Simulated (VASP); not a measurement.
Here is a VASP 6.6.1 calculation.

File INCAR:

```
SYSTEM = Ga5As2P3
PREC = Accurate ; ENCUT = 520
EDIFF = 1E-6 ; ISMEAR = 0
SIGMA = 0.1 ; LREAL = .FALSE.
LASPH = .TRUE. ; NELM = 80
ALGO = Normal ; ISIF = 2
LWAVE = .FALSE. ; LCHARG = .TRUE.
GGA = PE ; LELF = .TRUE.
LVHAR = .TRUE. ; NBANDS = 56
```

KPOINTS

```
regular mesh
0
G
  4 4 4
  0 0 0
```

POSCAR

```
Ga5As2P3
1.0
   -0.0001820163     -3.9810924530      0.0000920548
    3.9817477981      0.0001794882      0.0004087838
   -1.9921346687      1.9940956249     13.8671159101
Ga P As
5 3 2
Direct
    0.8953145564      0.8954549167      0.7908830903
    0.2983302807      0.2985106918      0.5968677745
    0.7016848044      0.7014295450      0.4031160270
    0.1045365824      0.1046824092      0.2091046880
    0.5000066123      0.4999194839     -0.0000015875
    0.2501410227      0.7500476753      0.5000085388
    0.6530942466      0.1529706677      0.3060852080
    0.8469151863      0.3469723044      0.6939236558
    0.0523086345      0.5523244203      0.1045198479
    0.4476680735      0.9476878858      0.8954927571
```

Potentials or basis: VASP PAW PBE potentials, release 64 (Ga_d, P, As).

Command:

```bash
$ cat potpaw_PBE.64/Ga_d/POTCAR potpaw_PBE.64/P/POTCAR potpaw_PBE.64/As/POTCAR > POTCAR
$ mpirun -np 1 vasp_std > vasp.out
```

**Question.** What does it give for the band gap on the k mesh?

**Answer.** 0.93 eV.

**Question.** Estimate the largest force.

**Answer.** 0.013 eV/Å.

Forces in eV/Å, atoms in the order of the input:
```
Ga  -0.001  0.001 -0.012
Ga  -0.001 -0.001  0.002
Ga   0.002  0.000  0.000
Ga  -0.001 -0.001  0.012
Ga   0.001  0.001  0.000
P    0.000  0.001 -0.001
P    0.000  0.001  0.003
P    0.000  0.000 -0.004
As   0.001  0.000  0.002
As   0.000 -0.001 -0.002
```

A k mesh can miss the band edges.
